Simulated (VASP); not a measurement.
# Pt in VASP: further runs, part 2 of 2

VASP 6.6.1.

### Step 4. Single point, LDA

Contents of INCAR:

```
SYSTEM = Pt
PREC     = Accurate       ! precision mode
ENCUT    = 520            ! plane-wave cutoff, eV
EDIFF    = 1E-6           ! SCF threshold, eV
ISMEAR   = -1             ! smearing method
SIGMA    = 0.05           ! smearing width, eV
LREAL    = .False.        ! projectors in reciprocal space
LASPH    = .True.         ! aspherical terms in the spheres
NELM     = 100            ! most SCF steps
ALGO     = Normal         ! electronic algorithm
ISIF     = 2              ! what is computed and relaxed
LWAVE    = .False.        ! write WAVECAR
LCHARG   = .False.        ! write CHGCAR
LDIPOL   = .True.       
IDIPOL   = 3            
DIPOL    = 0.5 0.5 0.500
NBANDS   = 33             ! bands
```

Contents of KPOINTS:

```
regular mesh
0
Gamma
  17 17 1
  0 0 0
```

Contents of POSCAR:

```
Pt
1.0
    2.7534029158      0.0000000000      0.0000000000
   -1.3767014579      2.3845168720      0.0000000000
    0.0000000000      0.0000000000     24.9926000000
Pt
5
Direct
    0.8333333330      0.1666666670      0.3200952230
    0.1666666670      0.8333333330      0.4100476112
    0.5000000000      0.5000000000      0.5000000000
    0.8333333330      0.1666666670      0.5899523888
    0.1666666670      0.8333333330      0.6799047770
```

Potentials or basis: VASP PAW LDA potentials, release 64 (Pt).

Started as:

```bash
$ cat potpaw_LDA.64/Pt/POTCAR > POTCAR
$ mpirun -np 1 vasp_std > vasp.out
```

OUTCAR:

```text
SYSTEM = Pt
   PREC = Accurate
   ENCUT = 520
   EDIFF = 1E-6
   ISMEAR = -1
   LREAL = .False.
   LASPH = .True.
   NELM = 100
   ISIF = 2

 ion  position               nearest neighbor table
   1  0.833  0.167  0.320-   2 2.75   2 2.75   2 2.75
   2  0.167  0.833  0.410-   1 2.75   1 2.75   1 2.75   3 2.75   3 2.75   3 2.75
   3  0.500  0.500  0.500-   2 2.75   4 2.75   2 2.75   4 2.75   2 2.75   4 2.75
   4  0.833  0.167  0.590-   5 2.75   5 2.75   5 2.75   3 2.75   3 2.75   3 2.75
   5  0.167  0.833  0.680-   4 2.75   4 2.75   4 2.75

  LATTYP: Found a hexagonal cell.
 ALAT       =     2.7534029158
 C/A-ratio  =     9.0769861020

  Lattice vectors:

 A1 = (   2.7534029158,   0.0000000000,   0.0000000000)
 A2 = (  -1.3767014579,   2.3845168720,   0.0000000000)
 A3 = (   0.0000000000,   0.0000000000,  24.9926000000)

Analysis of symmetry for initial positions (statically):
=====================================================================
 Subroutine PRICEL returns:
 Original cell was already a primitive cell.

 Routine SETGRP: Setting up the symmetry group for a
 hexagonal supercell.

 Subroutine GETGRP returns: Found 12 space group operations
 (whereof  4 operations were pure point group operations)
 out of a pool of 24 trial point group operations.

The static configuration has the point symmetry C_2h.
 The point group associated with its full space group is D_3d.

Analysis of symmetry for dynamics (positions and initial velocities):
=====================================================================
 Subroutine PRICEL returns:
 Original cell was already a primitive cell.

 Routine SETGRP: Setting up the symmetry group for a
 hexagonal supercell.

 Subroutine GETGRP returns: Found 12 space group operations
 (whereof  4 operations were pure point group operations)
 out of a pool of 24 trial point group operations.

The dynamic configuration has the point symmetry C_2h.
 The point group associated with its full space group is D_3d.

 Subroutine INISYM returns: Found 12 space group operations
 (whereof  4 operations are pure point group operations),
 and found     1 'primitive' translations

----------------------------------------------------------------------------------------

                                     Primitive cell

  volume of cell :     164.0898

  direct lattice vectors                    reciprocal lattice vectors
     2.753402916  0.000000000  0.000000000     0.363186947  0.209686082  0.000000000
    -1.376701458  2.384516872  0.000000000     0.000000000  0.419372164  0.000000000
     0.000000000  0.000000000 24.992600000     0.000000000  0.000000000  0.040011844

  length of vectors
     2.753402916  2.753402916 24.992600000     0.419372164  0.419372164  0.040011844

  position of ions in fractional coordinates (direct lattice)
     0.833333333  0.166666667  0.320095223
     0.166666667  0.833333333  0.410047611
     0.500000000  0.500000000  0.500000000
     0.833333333  0.166666667  0.589952389
     0.166666667  0.833333333  0.679904777

  ion indices of the primitive-cell ions
   primitive index   ion index
                 1           1
                 2           2
                 3           3
                 4           4
                 5           5

[... 24 lines left out ...]
 Found     33 irreducible k-points:

 Following reciprocal coordinates:
            Coordinates               Weight
  0.000000  0.000000  0.000000      1.000000
  0.058824  0.000000  0.000000      6.000000
  0.117647  0.000000  0.000000      6.000000
  0.176471  0.000000  0.000000      6.000000
  0.235294  0.000000  0.000000      6.000000
  0.294118  0.000000  0.000000      6.000000
[... 16 lines left out ...]
  0.411765  0.117647  0.000000     12.000000
  0.176471  0.176471  0.000000      6.000000
 [... further k-points ...]
   k-points           NKPTS =     33   k-points in BZ     NKDIM =     33   number of bands    NBANDS=     33
   number of dos      NEDOS =    301   number of ions     NIONS =      5
   total plane-waves  NPLWV =  76800
   dimension x,y,z NGX =    20 NGY =   20 NGZ =  192
   dimension x,y,z NGXF=    40 NGYF=   40 NGZF=  384
   ions per type =               5
   NGX,Y,Z   is equivalent  to a cutoff of  12.08, 12.08, 12.77 a.u.
   NGXF,Y,Z  is equivalent  to a cutoff of  24.15, 24.15, 25.54 a.u.
 SYSTEM =  Pt
   PREC   = accura    normal or accurate (medium, high low for compatibility)
   ISTART =      0    job   : 0-new  1-cont  2-samecut
   ICHARG =      2    charge: 1-file 2-atom 10-const
   ISPIN  =      1    spin polarized calculation?
   LNONCOLLINEAR =      F non collinear calculations
   LSORBIT =      F    spin-orbit coupling
   LASPH  =      T    aspherical Exc in radial PAW
   ENCUT  =  520.0 eV  38.22 Ry    6.18 a.u.   5.12  5.12 46.47*2*pi/ulx,y,z
   NELM   =    100;   NELMIN=  2; NELMDL= -5     # of ELM steps
   EDIFF  = 0.1E-05   stopping-criterion for ELM
   LREAL  =      F    real-space projection
[... 7 lines left out ...]
   TEBEG  =    0.0;   TEEND  =   0.0 temperature during run
   PSTRESS=    0.0 pullay stress
   NELECT =      50.0000    total number of electrons
   NUPDOWN=      -1.0000    fix difference up-down
   EMIN   =  10.00;   EMAX   =-10.00  energy-range for DOS
   EFERMI =   0.00;   METHOD = LEGACY
   ISMEAR =    -1;   SIGMA  =   0.05  broadening in eV -4-tet -1-fermi 0-gaus
   EFERMI_NEDOS =   21; number of points for ismear=-14 and -15
   IALGO  =     38    algorithm
   IMIX   =      4    mixing-type and parameters
     AMIX     =   0.40;   BMIX     =  1.00
     AMIX_MAG =   1.60;   BMIX_MAG =  1.00
  volume/ion in A,a.u.               =      32.82       221.47
  Fermi-wavevector in a.u.,A,eV,Ry     =   1.101635  2.081788 16.512019  1.213599
  Thomas-Fermi vector in A             =   2.238065
   LORBIT       =      0    0 simple, 1 ext, 2 COOP (PROOUT), +10 PAW based schemes
   GGA     = CA    functional components
   LHFCALC =     F    Hartree Fock is set to
   AEXX    =    0.0000 exact exchange contribution
   IVDW    =     0    specifies the selected vdW correction
   LEPSILON=     F    determine dielectric tensor
   LRPA    =     F    only Hartree local field effects (RPA)
 non-spin polarized calculation
  energy-cutoff  :      520.00
  volume of cell :      164.09
 maximum number of plane-waves:      4449
   NGX = 11   NGY = 11   NGZ = 93

 number of electron      49.9999999 magnetization

 dipolmoment           0.000000      0.000000      0.000000 electrons x Angstroem

 Free energy of the ion-electron system (eV)
  ---------------------------------------------------
  ext. energy  EPLUGINS =         0.00000000
  ---------------------------------------------------
  free energy    TOTEN  =       -35.93010846 eV

  energy without entropy =      -35.84533825  energy(sigma->0) =      -35.88772336

 E-fermi :   1.8255     XC(G=0):  -6.9999

 val. band max:        1.8247411872   @ k =   0.2941   0.1765   0.0000
 cond. band min:       1.8292497236   @ k =   0.4706   0.0588   0.0000
 fundamental gap:      0.0045085364
 Fermi energy:         1.8255035585

 k-point     1 :       0.0000    0.0000    0.0000
  band No.  band energies     occupation
      1      -8.2761      2.00000
      2      -7.2533      2.00000
      3      -6.1633      2.00000
      4      -5.5408      2.00000
      5      -5.4792      2.00000
      6      -2.3083      2.00000
[... 853 lines left out ...]
     32       9.2694      0.00000
     33      10.3708      0.00000

 [... further k-points ...]

------------------------ aborting loop because EDIFF is reached ----------------------------------------

 vacuum level on the upper side and lower side of the slab       (xc-potential included)        -0.236        -0.236

  FORCE on cell =-STRESS in cart. coord.  units (eV):
  Direction    XX          YY          ZZ          XY          YZ          ZX
  --------------------------------------------------------------------------------------
  -------------------------------------------------------------------------------------
  Total       -4.5054515     -4.5054515     -0.1146554      0.0000000     -0.0000000      0.0000000
  in kB      -43.9913505    -43.9913505     -1.1194983      0.0000000     -0.0000000      0.0000000
  external PRESSURE =     -29.7007331 kB  Pullay stress =       0.0000000 kB

 VOLUME and BASIS-vectors are now :
 -----------------------------------------------------------------------------
  energy-cutoff  :      520.00
  volume of cell :      164.09
      direct lattice vectors                 reciprocal lattice vectors
     2.753402916  0.000000000  0.000000000     0.363186947  0.209686082  0.000000000
    -1.376701458  2.384516872  0.000000000     0.000000000  0.419372164  0.000000000
     0.000000000  0.000000000 24.992600000     0.000000000  0.000000000  0.040011844

 POSITION                                       TOTAL-FORCE (eV/Angst)
 -----------------------------------------------------------------------------------
      2.06505      0.39742      8.00001         0.000000     -0.000000     -0.109777
     -0.68835      1.98710     10.24816         0.000000     -0.000000      0.231918
      0.68835      1.19226     12.49630         0.000000     -0.000000      0.000000
      2.06505      0.39742     14.74444        -0.000000      0.000000     -0.231918
     -0.68835      1.98710     16.99259        -0.000000      0.000000      0.109777
 -----------------------------------------------------------------------------------
    total drift:                                0.000001     -0.000001      0.000000

  FREE ENERGIE OF THE ION-ELECTRON SYSTEM (eV)
  ---------------------------------------------------
  free  energy   TOTEN  =       -35.9301084627 eV

  energy  without entropy=      -35.8453382546  energy(sigma->0) =      -35.88772336

 vacuum level on the upper side and lower side of the slab         7.677         7.677
```

Run time: 1.9 min. Hardware: 1 thread of Intel Xeon 6975P-C (Granite Rapids), shared host; peak memory 0.3 GiB.

Results:

```
Free energy            : -35.9301 eV
Largest force          : 0.232 eV/Å
Band gap on the k mesh : zero (band 25 reaches 2.40 eV, above the bottom of band 26 at 0.81 eV)
```

Forces in eV/Å, atoms in the order of the input:
```
Pt   0.000  0.000 -0.110
Pt   0.000  0.000  0.232
Pt   0.000  0.000  0.000
Pt   0.000  0.000 -0.232
Pt   0.000  0.000  0.110
```

Caveat: spin-orbit coupling is left out, which moves the levels of the heavy elements.

### Step 5. Single point, LDA

Contents of INCAR:

```
  ALGO = Normal
  DIPOL = 0.5 0.5 0.500
  EDIFF = 1E-6
  ENCUT = 520
  GGA = CA
  IDIPOL = 3
  ISIF = 2
  ISMEAR = -1
  LASPH = T
  LCHARG = T
  LDIPOL = T
  LELF = T
  LREAL = F
  LVACPOTAV = T
  LVHAR = T
  LWAVE = F
  NBANDS = 33
  NELM = 60
  PREC = Accurate
  SIGMA = 0.05
```

Contents of KPOINTS:

```
k-points
0
Gamma
  17 17 1
```

POSCAR is that of step 4.

Started as:

```bash
$ cat potpaw_LDA.64/Pt/POTCAR > POTCAR
$ mpirun -np 1 vasp_std > vasp.out
```

Run time: 2 min. Hardware: 1 thread of Intel Xeon 6975P-C (Granite Rapids), shared host; peak memory 0.29 GiB.

Results (log left out):

* Free energy: -35.9301 eV
* Largest force: 0.232 eV/Å
* Band gap on the k mesh: zero (band 25 reaches 2.40 eV, above the bottom of band 26 at 0.81 eV)

Forces on the atoms (eV/Å):
```
Pt   0.000  0.000 -0.110
Pt   0.000  0.000  0.232
Pt   0.000  0.000  0.000
Pt   0.000  0.000 -0.232
Pt   0.000  0.000  0.110
```

Levels at points of the mesh, in eV from the Fermi level:
| k point | band 23 | band 24 | band 25 | band 26 | band 27 | band 28 |
| --- | --- | --- | --- | --- | --- | --- |
| (0.00, 0.00, 0.00) | -1.52 | -1.02 | -1.02 | -0.33 | -0.33 | -0.27 |

Caveat: spin-orbit coupling is left out, which moves the levels of the heavy elements.

### Step 6. Single point, LDA

Contents of INCAR:

```
PREC = Accurate
ENCUT = 520
EDIFF = 1E-6
ISMEAR = -1
SIGMA = 0.05
LREAL = F
LASPH = T
NELM = 60
ALGO = Normal
ISIF = 2
LWAVE = F
LCHARG = F
LDIPOL = T
IDIPOL = 3
DIPOL = 0.5 0.5 0.500
NBANDS = 33
```

Contents of KPOINTS:

```
Automatic mesh
0
Gamma
  17 17 1
```

Contents of POSCAR:

```
Pt
1.0
    2.7534029158      0.0000000000      0.0000000000
   -1.3767014579      2.3845168720      0.0000000000
    0.0000000000      0.0000000000     24.9926000000
Pt
5
Direct
    0.8333333333      0.1666666667      0.3206051011
    0.1666666667      0.8333333333      0.4110132440
    0.5000000000      0.5000000000      0.5000000003
    0.8333333333      0.1666666667      0.5889867576
    0.1666666667      0.8333333333      0.6793948970
```

Potentials or basis: VASP PAW LDA potentials, release 64 (Pt).

Started as:

```bash
$ cat potpaw_LDA.64/Pt/POTCAR > POTCAR
$ mpirun -np 1 vasp_std > vasp.out
```

Wall time 2 min (1 thread of Intel Xeon 6975P-C (Granite Rapids), shared host); peak memory 0.29 GiB.

Results (log left out):

- Free energy: -35.9336 eV
- Largest force: 0.028 eV/Å
- Band gap on the k mesh: zero (band 25 reaches 2.41 eV, above the bottom of band 26 at 0.82 eV)

Forces on the atoms (eV/Å):
```
Pt   0.000  0.000 -0.028
Pt   0.000  0.000 -0.016
Pt   0.000  0.000  0.000
Pt   0.000  0.000  0.016
Pt   0.000  0.000  0.028
```

Levels at points of the mesh, in eV from the Fermi level:
```
           k point  band 22  band 23  band 24  band 25  band 26  band 27  band 28  band 29
(0.00, 0.00, 0.00)    -1.54    -1.54    -1.01    -1.01    -0.34    -0.34    -0.27     0.02
```

Caveat: spin-orbit coupling is left out, which moves the levels of the heavy elements.

### Step 7. Single point, LDA

Contents of INCAR:

```
SYSTEM = Pt
PREC     = Accurate       ! precision mode
ENCUT    = 520            ! plane-wave cutoff, eV
EDIFF    = 1E-7           ! SCF threshold, eV
ISMEAR   = -1             ! smearing method
SIGMA    = 0.05           ! smearing width, eV
LREAL    = .False.        ! projectors in reciprocal space
LASPH    = .True.         ! aspherical terms in the spheres
NELM     = 100            ! most SCF steps
ALGO     = Normal         ! electronic algorithm
ISIF     = 2              ! what is computed and relaxed
LWAVE    = .False.        ! write WAVECAR
LCHARG   = .False.        ! write CHGCAR
LDIPOL   = .True.       
IDIPOL   = 3            
DIPOL    = 0.5 0.5 0.500
GGA      = CA             ! functional
NBANDS   = 33             ! bands
```

Contents of KPOINTS:

```
Automatic mesh
0
Gamma
  17 17 1
  0 0 0
```

POSCAR is that of step 6.

Potentials or basis: VASP PAW LDA potentials, release 64 (Pt).

Started as:

```bash
$ cat potpaw_LDA.64/Pt/POTCAR > POTCAR
$ mpirun -np 1 vasp_std > vasp.out
```

OUTCAR:

```text
SYSTEM = Pt
   PREC = Accurate
   ENCUT = 520
   EDIFF = 1E-7
   ISMEAR = -1
   LREAL = .False.
   LASPH = .True.
   NELM = 100
   ISIF = 2
   GGA = CA

 ion  position               nearest neighbor table
   1  0.833  0.167  0.321-   2 2.76   2 2.76   2 2.76
   2  0.167  0.833  0.411-   3 2.73   3 2.73   3 2.73   1 2.76   1 2.76   1 2.76
   3  0.500  0.500  0.500-   2 2.73   2 2.73   2 2.73   4 2.73   4 2.73   4 2.73
   4  0.833  0.167  0.589-   3 2.73   3 2.73   3 2.73   5 2.76   5 2.76   5 2.76
   5  0.167  0.833  0.679-   4 2.76   4 2.76   4 2.76

  LATTYP: Found a hexagonal cell.
 ALAT       =     2.7534029158
 C/A-ratio  =     9.0769861020

  Lattice vectors:

 A1 = (   2.7534029158,   0.0000000000,   0.0000000000)
 A2 = (  -1.3767014579,   2.3845168720,   0.0000000000)
 A3 = (   0.0000000000,   0.0000000000,  24.9926000000)

Analysis of symmetry for initial positions (statically):
=====================================================================
 Subroutine PRICEL returns:
 Original cell was already a primitive cell.

 Routine SETGRP: Setting up the symmetry group for a
 hexagonal supercell.

[... 185 lines left out ...]
  band No.  band energies     occupation
      1      -8.3358      2.00000
      2      -7.2448      2.00000
      3      -6.1757      2.00000
      4      -5.5562      2.00000
      5      -5.4753      2.00000
      6      -2.2862      2.00000
[... 853 lines left out ...]
     32       9.2929      0.00000
     33      10.3853      0.00000

 [... further k-points ...]

------------------------ aborting loop because EDIFF is reached ----------------------------------------

 vacuum level on the upper side and lower side of the slab       (xc-potential included)        -0.077        -0.077

  FORCE on cell =-STRESS in cart. coord.  units (eV):
  Direction    XX          YY          ZZ          XY          YZ          ZX
  --------------------------------------------------------------------------------------
  -------------------------------------------------------------------------------------
  Total       -4.1798842     -4.1798842      0.2607998      0.0000000     -0.0000000      0.0000000
  in kB      -40.8125025    -40.8125025      2.5464568      0.0000000     -0.0000000      0.0000000
  external PRESSURE =     -26.3595161 kB  Pullay stress =       0.0000000 kB

 VOLUME and BASIS-vectors are now :
 -----------------------------------------------------------------------------
  energy-cutoff  :      520.00
  volume of cell :      164.09
      direct lattice vectors                 reciprocal lattice vectors
     2.753402916  0.000000000  0.000000000     0.363186947  0.209686082  0.000000000
    -1.376701458  2.384516872  0.000000000     0.000000000  0.419372164  0.000000000
     0.000000000  0.000000000 24.992600000     0.000000000  0.000000000  0.040011844

 POSITION                                       TOTAL-FORCE (eV/Angst)
 -----------------------------------------------------------------------------------
      2.06505      0.39742      8.01276         0.000000      0.000000     -0.027812
     -0.68835      1.98710     10.27229         0.000000      0.000000     -0.015768
      0.68835      1.19226     12.49630        -0.000000      0.000000     -0.000000
      2.06505      0.39742     14.72031        -0.000000      0.000000      0.015768
     -0.68835      1.98710     16.97984         0.000000     -0.000000      0.027812
 -----------------------------------------------------------------------------------
    total drift:                               -0.000000      0.000000     -0.000001

  FREE ENERGIE OF THE ION-ELECTRON SYSTEM (eV)
  ---------------------------------------------------
  free  energy   TOTEN  =       -35.9336230057 eV

  energy  without entropy=      -35.8498207640  energy(sigma->0) =      -35.89172188

 vacuum level on the upper side and lower side of the slab         7.820         7.820
```

OSZICAR:

```text
N       E                     dE             d eps       ncg     rms          rms(c)
DAV:   1     0.331367578988E+03    0.33137E+03   -0.23437E+04  2178   0.133E+03
DAV:   2    -0.229043533697E+02   -0.35427E+03   -0.32864E+03  2645   0.283E+02
DAV:   3    -0.378755305891E+02   -0.14971E+02   -0.14211E+02  2670   0.547E+01
[... 23 lines left out ...]
DAV:  27    -0.359336221835E+02   -0.32594E-06   -0.52400E-09  1550   0.417E-04    0.298E-04
DAV:  28    -0.359336227841E+02   -0.60056E-06   -0.15377E-08  1464   0.540E-04    0.362E-04
DAV:  29    -0.359336228842E+02   -0.10011E-06   -0.17098E-09  1488   0.211E-04    0.124E-04
DAV:  30    -0.359336229850E+02   -0.10078E-06   -0.19400E-09  1452   0.156E-04    0.609E-05
DAV:  31    -0.359336230057E+02   -0.20753E-07   -0.38603E-10  1471   0.768E-05
   1 F= -.35933623E+02 E0= -.35891722E+02  d E =-.838022E-01
```

Wall time 2.2 min (1 thread of Intel Xeon 6975P-C (Granite Rapids), shared host); peak memory 0.29 GiB.

Results:

| Quantity | Value |
| --- | --- |
| Free energy | -35.9336 eV |
| Largest force | 0.028 eV/Å |
| Band gap on the k mesh | zero (band 25 reaches 2.41 eV, above the bottom of band 26 at 0.82 eV) |

Forces in eV/Å, atoms in the order of the input:
```
Pt   0.000  0.000 -0.028
Pt   0.000  0.000 -0.016
Pt   0.000  0.000  0.000
Pt   0.000  0.000  0.016
Pt   0.000  0.000  0.028
```

Caveat: spin-orbit coupling is left out, which moves the levels of the heavy elements.
